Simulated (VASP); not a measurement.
Runs of VASP 6.6.1 on WS2 (Tungstenite). The structure is that of space group R3m (No. 160), or close to it. The cells are those of the table. 

| level | potentials or basis | cell | gap on the mesh (eV) | pressure (GPa) | largest force (eV/Å) |
| --- | --- | --- | --- | --- | --- |
| PBEsol | VASP PAW PBE potentials, release 64 (W_sv, S) | a = 6.553 Å, angles 28.4°, 3 atoms | 1.08 | -9.1 | 1.26 |
| PBEsol | VASP PAW PBE potentials, release 64 (W_sv, S) | a = 5.908 Å, angles 30.3°, 3 atoms | 0.47 | 10.2 | 0.02 |
| PBEsol | VASP PAW PBE potentials, release 64 (W_sv, S) | a = 6.296 Å, angles 28.4°, 3 atoms | 0.96 | 11.4 | 1.50 |
| LDA | VASP PAW LDA potentials, release 64 (W_sv, S) | a = 6.427 Å, angles 28.4°, 3 atoms | (b) | -3.3 | 0.59 |
| PBEsol | VASP PAW PBE potentials, release 64 (W_sv, S) | a = 6.470 Å, angles 28.4°, 3 atoms | 1.05 | -3.7 | 0.68 |
| r2SCAN | VASP PAW PBE potentials, release 64 (W_sv, S) | a = 6.296 Å, angles 28.4°, 3 atoms | 1.12 | 15.4 | 1.54 |
| PBE | VASP PAW PBE potentials, release 64 (W_sv, S) | a = 6.553 Å, angles 28.4°, 3 atoms | 1.12 | -4.5 | 1.02 |
| LDA | VASP PAW LDA potentials, release 64 (W_sv, S) | a = 6.384 Å, angles 28.4°, 3 atoms | 0.97 | 0.2 | 0.62 |
| PBE | VASP PAW PBE potentials, release 64 (W_sv, S) | a = 6.427 Å, angles 28.4°, 3 atoms | 1.08 | 4.5 | 0.61 |
| PBE | VASP PAW PBE potentials, release 64 (W_sv, S) | a = 6.470 Å, angles 28.4°, 3 atoms | 1.10 | (a) | 0.58 |
| PBEsol | VASP PAW PBE potentials, release 64 (W_sv, S) | a = 6.427 Å, angles 28.4°, 3 atoms | 1.03 | -0.5 | 0.60 |

Alike in all rows: task single point; no spin polarisation; k mesh 10 × 10 × 10; cutoff (eV) 520; smearing fermi-dirac 0.05 eV.

Problem. Fill in the values left out.

Solution. (a) 1.2; (b) 0.99.

Caveats: spin-orbit coupling is left out, which moves the levels of the heavy elements; the PAW data sets were made with another functional, which shifts forces and pressure a little (some runs); forces of over 1 eV/Å act on the atoms, so gaps and moduli don't describe the material at rest (some runs).

A k mesh can miss the band edges, and the runs leave out spin-orbit coupling on W.
